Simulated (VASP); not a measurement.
# GaN (F-43m) in VASP: further runs

GaN is run at these levels: PBEsol; tasks: elastic constants, vibrations by perturbation theory.

Program: VASP 6.6.1. These are calculated values, not measurements. Logs are shortened: lines on timing, memory, paths and dates and some standing lists are left out, and cuts for length are marked.

## 1. The cell of the first run

Symmetry: F-43m, No. 216, cubic system. Conventional cell: a = 4.461 Å, b = 4.461 Å, c = 4.461 Å, α = 90.00°, β = 90.00°, γ = 90.00°. Ga (site symmetry -43m) has 4 N at 1.93 Å within 2.6 Å. N (site symmetry -43m) has 4 Ga at 1.93 Å within 2.6 Å.

## 2. Elastic constants, PBEsol

INCAR reads:

```
PREC = Accurate ; ENCUT = 600
EDIFF = 1E-8 ; ISMEAR = 0
SIGMA = 0.01 ; LREAL = F
LASPH = T ; NELM = 80
ALGO = Normal ; ISIF = 3
LWAVE = F ; LCHARG = F
GGA = PS ; NBANDS = 16
IBRION = 6 ; NFREE = 2
POTIM = 0.015 ; NSW = 1
```

KPOINTS reads:

```
Automatic mesh
0
Gamma
  10 10 10
```

POSCAR reads:

```
GaN
1.0
    0.0000000000      2.2302885187      2.2302885187
    2.2302885187      0.0000000000      2.2302885187
    2.2302885187      2.2302885187      0.0000000000
Ga N
1 1
Direct
    0.0000000000      0.0000000000      0.0000000000
    0.7500000000      0.7500000000      0.7500000000
```

Potentials or basis: VASP PAW PBE potentials, release 64 (Ga_d, N).

Launch:

```console
$ cat potpaw_PBE.64/Ga_d/POTCAR potpaw_PBE.64/N/POTCAR > POTCAR
$ mpirun -np 1 vasp_std > vasp.out
```

OUTCAR:

```text
PREC = Accurate
   ENCUT = 600
   EDIFF = 1E-8
   ISMEAR = 0
   LREAL = F
   LASPH = T
   NELM = 80
   ISIF = 3
   GGA = PS
   IBRION = 6
   NFREE = 2
   POTIM = 0.015
   NSW = 1

 ion  position               nearest neighbor table
   1  0.000  0.000  0.000-   2 1.93   2 1.93   2 1.93   2 1.93
   2  0.750  0.750  0.750-   1 1.93   1 1.93   1 1.93   1 1.93

  LATTYP: Found a face centered cubic cell.
 ALAT       =     4.4605770374

  Lattice vectors:

 A1 = (   0.0000000000,   2.2302885187,   2.2302885187)
 A2 = (   2.2302885187,   0.0000000000,   2.2302885187)
 A3 = (   2.2302885187,   2.2302885187,   0.0000000000)

Analysis of symmetry for initial positions (statically):
=====================================================================
 Subroutine PRICEL returns:
 Original cell was already a primitive cell.

 Routine SETGRP: Setting up the symmetry group for a
 face centered cubic supercell.

 Subroutine GETGRP returns: Found 24 space group operations
 (whereof 24 operations were pure point group operations)
 out of a pool of 48 trial point group operations.

The static configuration has the point symmetry T_d .

Analysis of symmetry for dynamics (positions and initial velocities):
=====================================================================
 Subroutine PRICEL returns:
 Original cell was already a primitive cell.

 Routine SETGRP: Setting up the symmetry group for a
 face centered cubic supercell.

 Subroutine GETGRP returns: Found 24 space group operations
 (whereof 24 operations were pure point group operations)
 out of a pool of 48 trial point group operations.

The dynamic configuration has the point symmetry T_d .

 Subroutine INISYM returns: Found 24 space group operations
 (whereof 24 operations are pure point group operations),
 and found     1 'primitive' translations

----------------------------------------------------------------------------------------

                                     Primitive cell

  volume of cell :      22.1877

  direct lattice vectors                    reciprocal lattice vectors
     0.000000000  2.230288519  2.230288519    -0.224186241  0.224186241  0.224186241
     2.230288519  0.000000000  2.230288519     0.224186241 -0.224186241  0.224186241
     2.230288519  2.230288519  0.000000000     0.224186241  0.224186241 -0.224186241

  length of vectors
     3.154104271  3.154104271  3.154104271     0.388301960  0.388301960  0.388301960

  position of ions in fractional coordinates (direct lattice)
     0.000000000  0.000000000  0.000000000
     0.750000000  0.750000000  0.750000000

  ion indices of the primitive-cell ions
   primitive index   ion index
                 1           1
                 2           2

----------------------------------------------------------------------------------------

 KPOINTS: Automatic mesh

Automatic generation of k-mesh.
 Grid dimensions read from file:
 generate k-points for:   10   10   10

 Generating k-lattice:

  Cartesian coordinates                     Fractional coordinates (reciprocal lattice)
    -0.022418624  0.022418624  0.022418624     0.100000000  0.000000000  0.000000000
     0.022418624 -0.022418624  0.022418624     0.000000000  0.100000000  0.000000000
     0.022418624  0.022418624 -0.022418624     0.000000000  0.000000000  0.100000000

  Length of vectors
[... 96 lines left out ...]

 number of electron      18.0000001 magnetization

 Free energy of the ion-electron system (eV)
  ---------------------------------------------------
  ext. energy  EPLUGINS =         0.00000000
  ---------------------------------------------------
  free energy    TOTEN  =       -13.11613063 eV

  energy without entropy =      -13.11613063  energy(sigma->0) =      -13.11613063

------------------------ aborting loop because EDIFF is reached ----------------------------------------

  FORCE on cell =-STRESS in cart. coord.  units (eV):
  Direction    XX          YY          ZZ          XY          YZ          ZX
  --------------------------------------------------------------------------------------
  -------------------------------------------------------------------------------------
  Total        0.6354632      0.6354632      0.6354632      0.0000000     -0.0000000      0.0000000
  in kB       45.8868083     45.8868083     45.8868083      0.0000000     -0.0000000      0.0000000
  external PRESSURE =      45.8868083 kB  Pullay stress =       0.0000000 kB
[... 89 lines left out ...]
  FREE ENERGIE OF THE ION-ELECTRON SYSTEM (eV)
  ---------------------------------------------------
  free  energy   TOTEN  =       -13.1020732352 eV

  energy  without entropy=      -13.1020732352  energy(sigma->0) =      -13.10207324

[... ionic steps 4 to 14 ...]

--------------------------------------- Ionic step       15  -------------------------------------------

 number of electron      18.0000001 magnetization

------------------------ aborting loop because EDIFF is reached ----------------------------------------
[... 67 lines left out ...]
--------------------------------------- Ionic step       17  -------------------------------------------

 number of electron      18.0000001 magnetization

 Free energy of the ion-electron system (eV)
  ---------------------------------------------------
  ext. energy  EPLUGINS =         0.00000000
  ---------------------------------------------------
  free energy    TOTEN  =       -13.11465351 eV

  energy without entropy =      -13.11465351  energy(sigma->0) =      -13.11465351

 E-fermi :   5.6118     XC(G=0): -12.0697

 val. band max:        5.5226606138   @ k =   0.0000   0.0000   0.0000
 cond. band min:       7.3757906539   @ k =   0.0000   0.0000   0.0000
 fundamental gap:      1.8531300401
 Fermi energy:         5.6117729671

 k-point     1 :       0.0000    0.0000    0.0000
  band No.  band energies     occupation
      1     -10.7125      2.00000
      2      -7.9484      2.00000
      3      -7.9420      2.00000
      4      -7.9367      2.00000
      5      -7.5843      2.00000
      6      -7.5842      2.00000
[... 433 lines left out ...]
      3      -7.6973      2.00000
      4      -7.6928      2.00000
      5      -7.5179      2.00000
      6      -6.7055      2.00000
[... 8 lines left out ...]
     15      28.1828      0.00000
     16      28.1945      0.00000

 [... further k-points ...]
[... 5 lines left out ...]
  --------------------------------------------------------------------------------------
  -------------------------------------------------------------------------------------
  Total        0.6356035      0.6404500      0.6404500      0.0000000     -0.1440886      0.0000000
  in kB       45.8969362     46.2469053     46.2469053      0.0000000    -10.4046424      0.0000000
  external PRESSURE =      46.1302490 kB  Pullay stress =       0.0000000 kB
[... 17 lines left out ...]
  FREE ENERGIE OF THE ION-ELECTRON SYSTEM (eV)
  ---------------------------------------------------
  free  energy   TOTEN  =       -13.1146535054 eV

  energy  without entropy=      -13.1146535054  energy(sigma->0) =      -13.11465351

 INTERNAL STRAIN TENSORS FROM STRAINED CELLS
 ============================================

 INTERNAL STRAIN TENSOR FOR ION    1 for displacements in x,y,z  (eV/Angst):
          X           Y           Z          XY          YZ          ZX
  --------------------------------------------------------------------------------
  x    -0.00000    -0.00000    -0.00000     0.00000    -9.60653    -0.00000
  y    -0.00000    -0.00000    -0.00000     0.00000     0.00000    -9.60640
  z    -0.00000    -0.00000     0.00000    -9.60721     0.00000    -0.00000

 INTERNAL STRAIN TENSORS FROM DISPLACED ATOMS
 ============================================

 INTERNAL STRAIN TENSOR FOR ION    1 for displacements in x,y,z  (eV/Angst):
          X           Y           Z          XY          YZ          ZX
  --------------------------------------------------------------------------------
  x     0.00000     0.00000     0.00000     0.00000    -9.60735     0.00000
  y     0.00000     0.00000     0.00000     0.00000     0.00000    -9.60735
  z     0.00000     0.00000     0.00000    -9.60735     0.00000     0.00000

 INTERNAL STRAIN TENSOR FOR ION    2 for displacements in x,y,z  (eV/Angst):
          X           Y           Z          XY          YZ          ZX
  --------------------------------------------------------------------------------
  x     0.00000    -0.00000    -0.00000     0.00000     9.61441     0.00000
  y     0.00000     0.00000     0.00000     0.00000     0.00000     9.61441
  z    -0.00000    -0.00000     0.00000     9.61441     0.00000     0.00000

 Eigenvectors and eigenvalues of the dynamical matrix
 ----------------------------------------------------

   1 f  =   16.587434 THz   104.221922 2PiTHz  553.297245 cm-1    68.600084 meV
             X         Y         Z           dx          dy          dz
      0.000000  0.000000  0.000000     0.000000    0.408978    0.000000
      3.345433  3.345433  3.345433     0.000000   -0.912544    0.000000
[... 21 lines left out ...]
   6 f/i=    0.000781 THz     0.004906 2PiTHz    0.026044 cm-1     0.003229 meV
             X         Y         Z           dx          dy          dz
      0.000000  0.000000  0.000000     0.000000    0.000000    0.912544
      3.345433  3.345433  3.345433     0.000000    0.000000    0.408978

--------------------------------------------------------------------------------------------------------

 ELASTIC MODULI CONTR FROM IONIC RELAXATION (kBar)
 Direction    XX          YY          ZZ          XY          YZ          ZX
 --------------------------------------------------------------------------------
 XX          -0.0000     -0.0000     -0.0000      0.0000      0.0000     -0.0000
 YY          -0.0000     -0.0000     -0.0000      0.0000      0.0000      0.0000
 ZZ          -0.0000     -0.0000     -0.0000      0.0000      0.0000     -0.0000
 XY           0.0000      0.0000      0.0000   -508.0953     -0.0000      0.0000
 YZ           0.0000      0.0000      0.0000     -0.0000   -508.0953     -0.0000
 ZX          -0.0000      0.0000     -0.0000      0.0000     -0.0000   -508.0953
 --------------------------------------------------------------------------------

 TOTAL ELASTIC MODULI (kBar)
 Direction    XX          YY          ZZ          XY          YZ          ZX
 --------------------------------------------------------------------------------
 XX        2834.0590   1625.1889   1625.1889     -0.0000      0.0000      0.0000
 YY        1625.1889   2834.0590   1625.1889      0.0000      0.0000      0.0000
 ZZ        1625.1889   1625.1889   2834.0590      0.0000      0.0000     -0.0000
 XY          -0.0000      0.0000      0.0000   1565.0098     -0.0000      0.0000
 YZ           0.0000      0.0000      0.0000     -0.0000   1565.0098     -0.0000
 ZX           0.0000      0.0000     -0.0000      0.0000     -0.0000   1565.0098
 --------------------------------------------------------------------------------
```

It took 16 min on 1 thread of Intel Xeon Platinum 8488C (Sapphire Rapids), shared host; peak memory 0.35 GiB.

Results:

* Elastic constants C11, C12, C44: 283, 163, 157 GPa
* Voigt bulk modulus: 203 GPa
* Highest phonon frequency at Γ, LO-TO splitting left out: 553 cm⁻¹

Phonon frequencies in cm⁻¹ (negative: imaginary):
| q point | frequencies |
| --- | --- |
| (0.000, 0.000, 0.000) | 0 0 0 553 553 553 |

Elastic tensor in Voigt notation (GPa, in the Cartesian axes of the cell as first typed):
```
283 163 163   0   0   0
163 283 163   0   0   0
163 163 283   0   0   0
  0   0   0 157   0   0
  0   0   0   0 157   0
  0   0   0   0   0 157
```

Clamped-ion elastic tensor (GPa):
```
283 163 163   0   0   0
163 283 163   0   0   0
163 163 283   0   0   0
  0   0   0 207   0   0
  0   0   0   0 207   0
  0   0   0   0   0 207
```

Caveat: the cell is under stress, which shifts elastic constants; the PAW data sets were made with another functional, which shifts forces and pressure a little.

## 3. Vibrations by perturbation theory, PBEsol

This run uses another cell than the first one, of 9.77 Å³/atom.

INCAR reads:

```
PREC = Accurate ; ENCUT = 520
EDIFF = 1E-8 ; ISMEAR = 0
SIGMA = 0.01 ; LREAL = False
LASPH = True ; NELM = 60
ALGO = Normal ; ISIF = 2
LWAVE = False ; LCHARG = True
GGA = PS ; NBANDS = 16
IBRION = 8 ; NSW = 1
LEPSILON = True
```

KPOINTS is that of step 2.

POSCAR reads:

```
GaN
1.0
    0.0000000000      2.1375313708      2.1375313708
    2.1375313708      0.0000000000      2.1375313708
    2.1375313708      2.1375313708      0.0000000000
Ga N
1 1
Direct
    0.0000000000      0.0000000000      0.0000000000
    0.7500000000      0.7500000000      0.7500000000
```

Potentials or basis: VASP PAW PBE potentials, release 64 (Ga_d, N).

Launch:

```console
$ cat potpaw_PBE.64/Ga_d/POTCAR potpaw_PBE.64/N/POTCAR > POTCAR
$ mpirun -np 1 vasp_std > vasp.out
```

OUTCAR:

```text
PREC = Accurate
   ENCUT = 520
   EDIFF = 1E-8
   ISMEAR = 0
   LREAL = False
   LASPH = True
   NELM = 60
   ISIF = 2
   GGA = PS
   IBRION = 8
   NSW = 1
   LEPSILON = True

 ion  position               nearest neighbor table
   1  0.000  0.000  0.000-   2 1.85   2 1.85   2 1.85   2 1.85
   2  0.750  0.750  0.750-   1 1.85   1 1.85   1 1.85   1 1.85

  LATTYP: Found a face centered cubic cell.
 ALAT       =     4.2750627416

  Lattice vectors:

 A1 = (   0.0000000000,   2.1375313708,   2.1375313708)
 A2 = (   2.1375313708,   0.0000000000,   2.1375313708)
 A3 = (   2.1375313708,   2.1375313708,   0.0000000000)

Analysis of symmetry for initial positions (statically):
=====================================================================
 Subroutine PRICEL returns:
 Original cell was already a primitive cell.

 Routine SETGRP: Setting up the symmetry group for a
 face centered cubic supercell.

 Subroutine GETGRP returns: Found 24 space group operations
 (whereof 24 operations were pure point group operations)
 out of a pool of 48 trial point group operations.

The static configuration has the point symmetry T_d .

Analysis of symmetry for dynamics (positions and initial velocities):
=====================================================================
 Subroutine PRICEL returns:
 Original cell was already a primitive cell.

 Routine SETGRP: Setting up the symmetry group for a
 face centered cubic supercell.

 Subroutine GETGRP returns: Found 24 space group operations
[... 714 lines left out ...]
          XX          YY          ZZ          XY          YZ          ZX
  --------------------------------------------------------------------------------
  x    -0.00000    -0.00000     0.00000     0.00000     0.99274     0.00000
  y     0.00000     0.00000    -0.00000    -0.00000     0.00000     0.99274
  z    -0.00000    -0.00000    -0.00000     0.99274    -0.00000     0.00000

 BORN EFFECTIVE CHARGES (including local field effects) (in |e|, cummulative output)
 ---------------------------------------------------------------------------------
 ion    1
    1     2.57189     0.00000     0.00000
    2     0.00000     2.57189     0.00000
    3     0.00000     0.00000     2.57189
 ion    2
    1    -2.57189     0.00000     0.00000
    2     0.00000    -2.57189     0.00000
    3     0.00000     0.00000    -2.57189

 INTERNAL STRAIN TENSOR FOR ION    2 for displacements in x,y,z  (eV/Angst):
          X           Y           Z          XY          YZ          ZX
  --------------------------------------------------------------------------------
  x    -0.00000    -0.00000    -0.00000     0.00000    18.19067     0.00000
  y     0.00000    -0.00000     0.00000     0.00000     0.00000    18.19067
  z    -0.00000    -0.00000    -0.00000    18.19067     0.00000     0.00000

 SECOND DERIVATIVES (NOT SYMMETRIZED)
 ------------------------------------
               1X          1Y          1Z          2X          2Y          2Z
  1X   -18.948670    0.000000    0.000000   18.948670    0.000000    0.000000
  1Y     0.000000  -18.948670    0.000000    0.000000   18.948670    0.000000
  1Z     0.000000    0.000000  -18.948670    0.000000    0.000000   18.948670
  2X    18.919521    0.000000    0.000000  -18.919521    0.000000    0.000000
  2Y     0.000000   18.919521    0.000000    0.000000  -18.919521    0.000000
  2Z     0.000000    0.000000   18.919521    0.000000    0.000000  -18.919521

 Eigenvectors and eigenvalues of the dynamical matrix
 ----------------------------------------------------

   1 f  =   19.916782 THz   125.140835 2PiTHz  664.352351 cm-1    82.369157 meV
             X         Y         Z           dx          dy          dz
      0.000000  0.000000  0.000000     0.000000    0.000000   -0.409198
      3.206297  3.206297  3.206297     0.000000    0.000000    0.912446
[... 21 lines left out ...]
   6 f/i=    0.005724 THz     0.035966 2PiTHz    0.190936 cm-1     0.023673 meV
             X         Y         Z           dx          dy          dz
      0.000000  0.000000  0.000000     0.018612    0.109509    0.905659
      3.206297  3.206297  3.206297     0.008347    0.049111    0.406154

--------------------------------------------------------------------------------------------------------

 MACROSCOPIC STATIC DIELECTRIC TENSOR IONIC CONTRIBUTION
 ------------------------------------------------------
           3.236383     0.000000     0.000000
           0.000000     3.236383     0.000000
           0.000000     0.000000     3.236383
 ------------------------------------------------------

 ELASTIC MODULI CONTR FROM IONIC RELAXATION (kBar)
 Direction    XX          YY          ZZ          XY          YZ          ZX
 --------------------------------------------------------------------------------
 XX          -0.0000      0.0000      0.0000     -0.0000      0.0000      0.0000
 YY           0.0000     -0.0000      0.0000     -0.0000     -0.0000     -0.0000
 ZZ           0.0000      0.0000     -0.0000      0.0000     -0.0000      0.0000
 XY          -0.0000     -0.0000      0.0000  -1378.0227      0.0000      0.0000
 YZ           0.0000     -0.0000     -0.0000      0.0000  -1378.0227      0.0000
 ZX           0.0000     -0.0000      0.0000      0.0000      0.0000  -1378.0227
 --------------------------------------------------------------------------------

 PIEZOELECTRIC TENSOR IONIC CONTR  for field in x, y, z        (C/m^2)
          XX          YY          ZZ          XY          YZ          ZX
  --------------------------------------------------------------------------------
  x     0.00000    -0.00000    -0.00000     0.00000    -1.98715     0.00000
  y     0.00000    -0.00000     0.00000     0.00000     0.00000    -1.98715
  z    -0.00000    -0.00000     0.00000    -1.98715     0.00000     0.00000
```

Run time: 8.1 min. Hardware: 1 thread of Intel Xeon 8259CL, shared host; peak memory 0.26 GiB.

Results:

```
Electronic dielectric tensor (diagonal)                 : 5.27
Born charges (mean of the diagonal)                     : Ga +2.57; N -2.57 e
Highest phonon frequency at Γ, LO-TO splitting left out : 664 cm⁻¹
```

Phonon frequencies in cm⁻¹ (negative: imaginary):
```csv
q point,frequencies
"(0.000, 0.000, 0.000)",0 0 0 664 664 664
```

Electronic dielectric tensor:
```
5.27 0.00 0.00
0.00 5.27 0.00
0.00 0.00 5.27
```

Born effective charge tensors (e):
atom 1, Ga
```
2.57 0.00 0.00
0.00 2.57 0.00
0.00 0.00 2.57
```
atom 2, N
```
-2.57  0.00  0.00
 0.00 -2.57  0.00
 0.00  0.00 -2.57
```

Caveat: the cell stands under pressure or tension, which shifts response properties; the PAW data sets were made with another functional, which shifts forces and pressure a little.
